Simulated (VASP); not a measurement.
Wanted: the native input for a VASP 6.6.1 run.

```yaml
Task: single point
Functional: PBE
Potentials_or_basis: VASP PAW PBE potentials, release 64 (Ag)
Cutoff: 520 eV
k_mesh: 16 × 16 × 5
Occupations: fermi-dirac, width 0.1 eV
Spin: no spin polarisation
Dipole_correction: no
Further_INCAR_settings: ALGO = Normal; EDIFF = 1e-07; NBANDS = 30
```

The structure of Ag lies in POSCAR:

```
Ag
1.0
    2.9603467843      0.0000000000      0.0000000000
   -1.4801733921      2.5637355192      0.0000000000
    0.0000000000      0.0000000000      9.7820789537
Ag
4
Direct
    0.3333333333      0.6666666667      0.2500000000
    0.6666666667      0.3333333333      0.7500000000
    0.0000000000      0.0000000000      0.0000000000
    0.0000000000      0.0000000000      0.5000000000
```

This isn't the form of Ag at room conditions, which is fcc.

The input as run:

INCAR

```
PREC = Accurate
ENCUT = 520
EDIFF = 1E-7
ISMEAR = -1
SIGMA = 0.1
LREAL = False
LASPH = True
NELM = 80
ALGO = Normal
ISIF = 2
LWAVE = False
LCHARG = True
GGA = PE
LELF = True
LVHAR = True
NBANDS = 30
```

KPOINTS

```
regular mesh
0
Gamma
  16 16 5
```

Potentials or basis: VASP PAW PBE potentials, release 64 (Ag).

Command:

```console
$ cat potpaw_PBE.64/Ag/POTCAR > POTCAR
$ mpirun -np 1 vasp_std > vasp.out
```

Results of the run:

The pressure is -3.1 GPa. The band gap on the k mesh is zero (bands 22 and 23 overlap by 6.47 eV).

Caveat: the cell stands under tension.

It took 110 s on 1 thread of Intel(R) Xeon(R) Platinum 8488C (Sapphire Rapids) (shared host), peak memory 0.28 GiB.
